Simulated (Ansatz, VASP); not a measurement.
One calculation of TaF3, two programs

```
CELL_PARAMETERS angstrom
3.90120 0.00000 0.00000
0.00000 3.90120 0.00000
0.00000 0.00000 3.78416
ATOMIC_POSITIONS crystal
Ta 0.00000 0.00000 0.00000
F 0.50000 0.00000 0.00000
F 0.00000 0.50000 0.00000
F 0.00000 0.00000 0.50000
```

Change from the starting cell: strain +0.000 along x and y, -0.030 along z, atoms carried along.

Alike in both runs: task single point; functional PBE; k mesh 12 × 12 × 12; occupations gaussian, width 0.15 eV; no spin polarisation.

|  | VASP | Ansatz |
| --- | --- | --- |
| version | VASP 6.6.1 | Ansatz 0.2.0 |
| potentials or method | VASP PAW PBE potentials, release 64 (Ta_pv, F), cutoff 520 eV | scalar-relativistic, plane waves, PAW |
| valence electrons in the cell | 32 | 34 |

|  | VASP | Ansatz | Ansatz less VASP |
| --- | --- | --- | --- |
| gap on the k mesh at the Fermi level (eV) | none | none | - |
| pressure (GPa) | 33.3 | 32.7 | -0.62 |
| traceless stress, the component that is largest in VASP (GPa) | 10.61 | 10.38 | -0.225 |

A gap of «none» marks a metal or a gap that the smearing closes. Both programs put the cell under a high pressure, so it lies far from rest at this level. VASP's potentials hold 32 valence electrons a cell and Ansatz's 34, so a difference there can come from the potentials and not from the codes.

Neither program's run includes spin-orbit coupling.
